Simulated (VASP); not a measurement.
Input of a VASP 6.6.1 run:

Contents of INCAR:

```
SYSTEM = FeBiO4
  ALGO = Normal
  EDIFF = 1E-6
  ENCUT = 520
  GGA = PE
  ISIF = 2
  ISMEAR = 0
  ISPIN = 2
  LASPH = .TRUE.
  LCHARG = .FALSE.
  LMAXMIX = 4
  LORBIT = 11
  LREAL = .FALSE.
  LWAVE = .FALSE.
  MAGMOM = 0.52 0 0 0 0 0
  NBANDS = 36
  NELM = 150
  PREC = Accurate
  SIGMA = 0.1
```

File KPOINTS:

```
k-points
0
G
  10 10 10
  0 0 0
```

Contents of POSCAR:

```
FeBiO4
1.0
    0.0000000000      3.6544706057      3.6544706057
    3.6544706057      0.0000000000      3.6544706057
    3.6544706057      3.6544706057      0.0000000000
Fe Bi O
1 1 4
Direct
    0.0000000000      0.0000000000      0.0000000000
    0.5000000000      0.5000000000      0.5000000000
    0.3879348241      0.8706883920      0.8706883920
    0.8706883920      0.8706883920      0.8706883920
    0.8706883920      0.8706883920      0.3879348241
    0.8706883920      0.3879348241      0.8706883920
```

Potentials or basis: VASP PAW PBE potentials, release 64 (Fe, Bi_d, O).

Launch:

```sh
$ cat potpaw_PBE.64/Fe/POTCAR potpaw_PBE.64/Bi_d/POTCAR potpaw_PBE.64/O/POTCAR > POTCAR
$ mpirun -np 1 vasp_std > vasp.out
```

(1) Predict the net moment.

(2) Predict the site moments.

(3) Predict the pressure.

Results:

(1) 0.84 μB per cell.

(2) Fe +0.63; Bi -0.03; O +0.05 μB.

(3) 1.4 GPa.

Caveat: a cell with one magnetic atom can't hold antiferromagnetic order, which such compounds often take.
